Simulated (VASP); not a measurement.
Wanted: the native input for a VASP 6.6.1 run.

```
Task                   : single point
Functional             : PBE
Potentials or basis    : VASP PAW PBE potentials, release 64 (Al, Ga_d, P)
Cutoff                 : 520 eV
k mesh                 : 10 × 10 × 10
Occupations            : gaussian, width 0.02 eV
Spin                   : no spin polarisation
Dipole correction      : no
Further INCAR settings : ALGO = Normal; EDIFF = 1e-06; NBANDS = 31
```

The structure of AlGa2P3 lies in POSCAR:

```
AlGa2P3
1.0
   -1.9279944343      1.9279944343      8.1714162394
    1.9279944343     -1.9279944343      8.1714162394
    1.9279944343      1.9279944343     -8.1714162394
Al Ga P
1 2 3
Direct
    0.5000000000      0.5000000000      0.0000000000
    0.8332890907      0.8332890907      0.0000000000
    0.1667109093      0.1667109093      0.0000000000
    0.4169588983      0.9169588983      0.5000000000
    0.0830411017      0.5830411017      0.5000000000
    0.7500000000      0.2500000000      0.5000000000
```

These files were run (other wordings do the same):

INCAR

```
ALGO = Normal
EDIFF = 1E-6
ENCUT = 520
GGA = PE
ISIF = 2
ISMEAR = 0
LASPH = T
LCHARG = T
LELF = T
LREAL = F
LVHAR = T
LWAVE = F
NBANDS = 31
NELM = 60
PREC = Accurate
SIGMA = 0.02
```

KPOINTS

```
k-points
0
Gamma
  10 10 10
```

Potentials or basis: VASP PAW PBE potentials, release 64 (Al, Ga_d, P).

Command:

```sh
$ cat potpaw_PBE.64/Al/POTCAR potpaw_PBE.64/Ga_d/POTCAR potpaw_PBE.64/P/POTCAR > POTCAR
$ mpirun -np 1 vasp_std > vasp.out
```

It gave:

The pressure is 2.5 GPa and the largest force is 0.004 eV/Å. The band gap on the k mesh is 1.61 eV (least direct gap 1.79 eV).

Wall time 16 min on 1 thread of Intel(R) Xeon(R) 6975P-C (Granite Rapids), with other jobs on the host, peak memory 0.79 GiB.
